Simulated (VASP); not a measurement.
MgI2, 3 atoms in the cell. The structure is trigonal, space group P-3m1 (No. 164). Conventional cell: a = 4.162 Å, b = 4.162 Å, c = 7.727 Å, α = 90.00°, β = 90.00°, γ = 120.00°. Within 3.8 Å of Mg (site symmetry -3m) lie 6 I at 2.85 Å. Within 3.8 Å of I (site symmetry 3m) lie 3 Mg at 2.85 Å. 

| Item | Value |
| --- | --- |
| Program | VASP 6.6.1 |
| Task | single point |
| Functional | PBE |
| Potentials or basis | VASP PAW PBE potentials, release 64 (Mg, I) |
| Cutoff | 520 eV |
| k mesh | 6 × 6 × 4 |
| Occupations | gaussian, width 0.05 eV |
| Spin | no spin polarisation |
| Dipole correction | no |
| Further INCAR settings | ALGO = Normal; EDIFF = 1e-07; NBANDS = 15 |

Potentials or basis: VASP PAW PBE potentials, release 64 (Mg, I).

Command:

```console
$ cat potpaw_PBE.64/Mg/POTCAR potpaw_PBE.64/I/POTCAR > POTCAR
$ mpirun -np 1 vasp_std > vasp.out
```

Hardware: 1 thread of AMD EPYC 9R45 96-Core Processor (Zen 5) (shared host).

Problem. How long does it take, and how much memory?

Solution. Wall time 22 s on 1 thread of AMD EPYC 9R45 96-Core Processor (Zen 5) (shared host), peak memory 0.21 GiB. Counts: scf iterations 14, k points 24.
